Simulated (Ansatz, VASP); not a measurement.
**W: VASP beside Ansatz**

```xyz
1
Lattice="0.0000 2.1298 2.1298 2.1298 0.0000 2.1298 2.1298 2.1298 0.0000" Properties=species:S:1:pos:R:3 pbc="T T T"
W     0.0000    0.0000    0.0000
```

Alike in both runs: task single point; functional PBEsol; k mesh 18 × 18 × 18; occupations gaussian, width 0.1 eV; no spin polarisation.

```csv
,VASP,Ansatz
version,VASP 6.6.1,Ansatz 0.2.0
potentials or method,"VASP PAW PBE potentials, release 64 (W_sv), cutoff 520 eV","scalar-relativistic, plane waves, PAW"
valence electrons in the cell,14,14
```

Ansatz gave:

* gap on the k mesh at the Fermi level (eV): none
* pressure (GPa): -38.8

Estimate VASP's values.

gap on the k mesh at the Fermi level (eV): none; pressure (GPa): -38.7.

VASP's potentials were made for PBE, not for PBEsol. A gap of «none» marks a metal or a gap that the smearing closes. Both programs put the cell under strong tension, so it lies far from rest at this level.

Neither program's run includes spin-orbit coupling. Noted on VASP's run: the cell as given lies far from equilibrium.
